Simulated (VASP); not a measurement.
Here is a VASP 6.6.1 calculation.

File INCAR:

```
SYSTEM = Mo
  ALGO = Normal
  EDIFF = 1E-6
  ENCUT = 520
  GGA = CA
  ISIF = 2
  ISMEAR = -1
  LASPH = .True.
  LCHARG = .False.
  LREAL = .False.
  LWAVE = .False.
  NBANDS = 13
  NELM = 80
  PREC = Accurate
  SIGMA = 0.1
```

The input KPOINTS:

```
k-points
0
Gamma
  7 7 7
  0 0 0
```

POSCAR

```
Mo
1.0
   -1.5565618036      1.5565618036      1.5565618036
    1.5565618036     -1.5565618036      1.5565618036
    1.5565618036      1.5565618036     -1.5565618036
Mo
1
Direct
    0.0000000000      0.0000000000      0.0000000000
```

Potentials or basis: VASP PAW LDA potentials, release 64 (Mo_sv).

Command:

```sh
$ cat potpaw_LDA.64/Mo_sv/POTCAR > POTCAR
$ mpirun -np 1 vasp_std > vasp.out
```

Task: What does it give for the band gap on the k mesh?

Result: Zero (band 7 reaches 16.11 eV, above the bottom of band 8 at 11.61 eV).

Task: What does it give for the pressure?

Result: 1.4 GPa.

Caveat: the k points lie up to 0.41 Å⁻¹ apart.
